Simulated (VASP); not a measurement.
# BN in VASP: a series of runs, part 2 of 2

VASP 6.6.1. The steps go on from the part before.

## Step 3: Relaxation of the atoms, PBE+D3(BJ) (layers slid over each other)

INCAR reads:

```
PREC = Accurate
ENCUT = 520
EDIFF = 1E-6
ISMEAR = 0
SIGMA = 0.05
LREAL = F
LASPH = T
NELM = 100
ALGO = Normal
ISIF = 2
LWAVE = F
LCHARG = F
LDIPOL = T
IDIPOL = 3
DIPOL = 0.5 0.5 0.356
GGA = PE
IVDW = 12
IBRION = 2
NSW = 40
EDIFFG = -0.003
```

KPOINTS reads:

```
Automatic mesh
0
Gamma
  12 12 1
```

POSCAR reads:

```
BN
1.0
    2.5087623753      0.0000000000      0.0000000000
   -1.2543811876      2.1726519491      0.0000000000
    0.0000000000      0.0000000000     17.5000000000
B N
2 2
Selective dynamics
Direct
    0.0000000000      0.0000000000      0.2571428571  F F F
    0.3333333333      0.6666666667      0.4545065130  F F T
    0.6666666667      0.3333333333      0.2570922525  F F T
    1.0000000000      1.0000000000      0.4545572210  F F T
```

Potentials or basis: VASP PAW PBE potentials, release 64 (B, N).

Run with:

```sh
> cat potpaw_PBE.64/B/POTCAR potpaw_PBE.64/N/POTCAR > POTCAR
> mpirun -np 1 vasp_std > vasp.out
```

OUTCAR:

```text
PREC = Accurate
   ENCUT = 520
   EDIFF = 1E-6
   ISMEAR = 0
   LREAL = F
   LASPH = T
   NELM = 100
   ISIF = 2
   GGA = PE
   IVDW = 12
   IBRION = 2
   NSW = 40
   EDIFFG = -0.003
 IVDW          = 12

 ion  position               nearest neighbor table
   1  0.000  0.000  0.257-   3 1.45   3 1.45   3 1.45
   2  0.333  0.667  0.455-   4 1.45   4 1.45   4 1.45
   3  0.667  0.333  0.257-   1 1.45   1 1.45   1 1.45
   4  0.000  0.000  0.455-   2 1.45   2 1.45   2 1.45

  LATTYP: Found a hexagonal cell.
 ALAT       =     2.5087623753
 C/A-ratio  =     6.9755510415

  Lattice vectors:

 A1 = (   2.5087623753,   0.0000000000,   0.0000000000)
 A2 = (  -1.2543811876,   2.1726519491,   0.0000000000)
 A3 = (   0.0000000000,   0.0000000000,  17.5000000000)

Analysis of symmetry for initial positions (statically):
=====================================================================
 Subroutine PRICEL returns:
 Original cell was already a primitive cell.

 Routine SETGRP: Setting up the symmetry group for a
 hexagonal supercell.

 Subroutine GETGRP returns: Found  6 space group operations
 (whereof  6 operations were pure point group operations)
 out of a pool of 24 trial point group operations.

The static configuration has the point symmetry C_3v.

[... 391 lines left out ...]

 Free energy of the ion-electron system (eV)
  ---------------------------------------------------
  ext. energy  EPLUGINS =         0.00000000
  ---------------------------------------------------
  free energy    TOTEN  =       -35.18084277 eV

  energy without entropy =      -35.18084277  energy(sigma->0) =      -35.18084277

 E-fermi :  -2.4757     XC(G=0):  -4.3516

 val. band max:       -2.7239576893   @ k =   0.3333   0.3333   0.0000
 cond. band min:       1.7638426609   @ k =   0.5000  -0.0000   0.0000
 fundamental gap:      4.4878003502
 Fermi energy:        -2.4756863331

 k-point     1 :       0.0000    0.0000    0.0000
  band No.  band energies     occupation
      1     -20.4874      2.00000
      2     -20.3159      2.00000
      3      -8.4822      2.00000
      4      -7.4683      2.00000
      5      -4.1588      2.00000
      6      -4.1588      2.00000
      7      -4.0555      2.00000
      8      -4.0555      2.00000
      9       2.0012      0.00000
     10       2.5667      0.00000
     11       3.3537      0.00000
     12       4.9734      0.00000
[... 258 lines left out ...]
      1     -16.8048      2.00000
      2     -16.7016      2.00000
      3     -10.6918      2.00000
      4     -10.5981      2.00000
      5      -9.9685      2.00000
      6      -9.8732      2.00000
      7      -2.8418      2.00000
      8      -2.7240      2.00000
      9       1.8147      0.00000
     10       1.9750      0.00000
     11       9.3771      0.00000
     12       9.5707      0.00000

------------------------ aborting loop because EDIFF is reached ----------------------------------------

 vacuum level on the upper side and lower side of the slab       (xc-potential included)        -0.256        -0.122

 Edisp (eV)   -0.42289

 E8    (eV) :    -0.1303

  FORCE on cell =-STRESS in cart. coord.  units (eV):
  Direction    XX          YY          ZZ          XY          YZ          ZX
  --------------------------------------------------------------------------------------
  -------------------------------------------------------------------------------------
  Total      -0.07342    -0.07342    -0.03760    -0.00000     0.00000     0.00000
  in kB      -1.23319    -1.23319    -0.63151    -0.00000     0.00000     0.00000
  external pressure =       -1.03 kB  Pullay stress =        0.00 kB
[... 19 lines left out ...]
  FREE ENERGIE OF THE ION-ELECTRON SYSTEM (eV)
  ---------------------------------------------------
  free  energy   TOTEN  =       -35.6037322831 eV

  energy  without entropy=      -35.6037322831  energy(sigma->0) =      -35.60373228

 reached required accuracy - stopping structural energy minimisation

 vacuum level on the upper side and lower side of the slab         2.814         2.956
```

OSZICAR:

```text
N       E                     dE             d eps       ncg     rms          rms(c)
DAV:   1     0.120732413262E+03    0.12073E+03   -0.69202E+03   464   0.108E+03
DAV:   2    -0.254486113670E+02   -0.14618E+03   -0.13481E+03   760   0.243E+02
DAV:   3    -0.385982612857E+02   -0.13150E+02   -0.13049E+02   584   0.867E+01
DAV:   4    -0.388887429150E+02   -0.29048E+00   -0.29022E+00   580   0.156E+01
[... 148 lines left out ...]
  20 F= -.35603727E+02 E0= -.35603727E+02  d E =-.132366E-03
       N       E                     dE             d eps       ncg     rms          rms(c)
DAV:   1    -0.351808414950E+02   -0.60893E-04   -0.96802E-04   496   0.241E-01    0.874E-03
DAV:   2    -0.351808426209E+02   -0.11260E-05   -0.12634E-05   588   0.319E-02    0.513E-03
DAV:   3    -0.351808427689E+02   -0.14799E-06   -0.42182E-07   428   0.140E-02
  21 F= -.35603732E+02 E0= -.35603732E+02  d E =-.137388E-03
```

Wall time 7.4 min (1 thread of Intel Xeon 8259CL, shared host); peak memory 0.23 GiB.

What came out:

* Free energy: -35.6037 eV
* Energy gained by relaxing: 0.4 meV/atom
* Ionic steps: 21
* Band gap on the k mesh: 4.49 eV (least direct gap 4.54 eV)
* Dispersion energy per atom: -0.106 eV

The path:
| step | energy change (eV) | largest force on free atoms (eV/Å) | pressure (GPa) |
| --- | --- | --- | --- |
| 1 | 0.0000 | 0.0138 | -0.14 |
| 2 | 0.0000 | 0.0125 | -0.14 |
| 3 | 0.0000 | 0.0200 | -0.14 |
| 4 | -0.0001 | 0.0414 | -0.14 |
| 5 | -0.0001 | 0.0277 | -0.14 |
| 6 | -0.0001 | 0.0287 | -0.14 |
| 7 | -0.0001 | 0.0293 | -0.14 |
| 8 | -0.0001 | 0.0304 | -0.14 |
| 9 | -0.0002 | 0.0325 | -0.13 |
| 10 | -0.0003 | 0.0385 | -0.14 |
| 11 | -0.0004 | 0.0843 | -0.13 |
| 12 | -0.0004 | 0.0854 | -0.13 |
| 13 | -0.0004 | 0.0831 | -0.13 |
| 14 | -0.0005 | 0.0825 | -0.13 |
| 15 | -0.0006 | 0.0803 | -0.13 |
| 16 | -0.0009 | 0.0762 | -0.12 |
| 17 | -0.0012 | 0.0694 | -0.12 |
| 18 | -0.0011 | 0.0608 | -0.09 |
| 19 | -0.0013 | 0.0636 | -0.10 |
| 20 | -0.0014 | 0.0137 | -0.10 |
| 21 | -0.0014 | 0.0017 | -0.10 |

Final structure:
```
CELL_PARAMETERS angstrom
2.50876 0.00000 0.00000
-1.25438 2.17265 0.00000
0.00000 0.00000 17.50000
ATOMIC_POSITIONS crystal
B 0.00000 0.00000 0.25714
B 0.33333 0.66667 0.44813
N 0.66667 0.33333 0.25706
N 0.00000 0.00000 0.44817
```

Levels at points of the mesh, in eV from the valence-band top:
| k point | band 6 | band 7 | band 8 | band 9 | band 10 | band 11 |
| --- | --- | --- | --- | --- | --- | --- |
| (0.00, 0.00, 0.00) | -1.43 | -1.33 | -1.33 | 4.73 | 5.29 | 6.08 |
| (0.50, 0.00, 0.00) | -4.11 | -1.12 | -0.80 | 4.49 | 5.04 | 9.64 |

Caveat: the cell differs from its parent crystal (layers slid over each other).
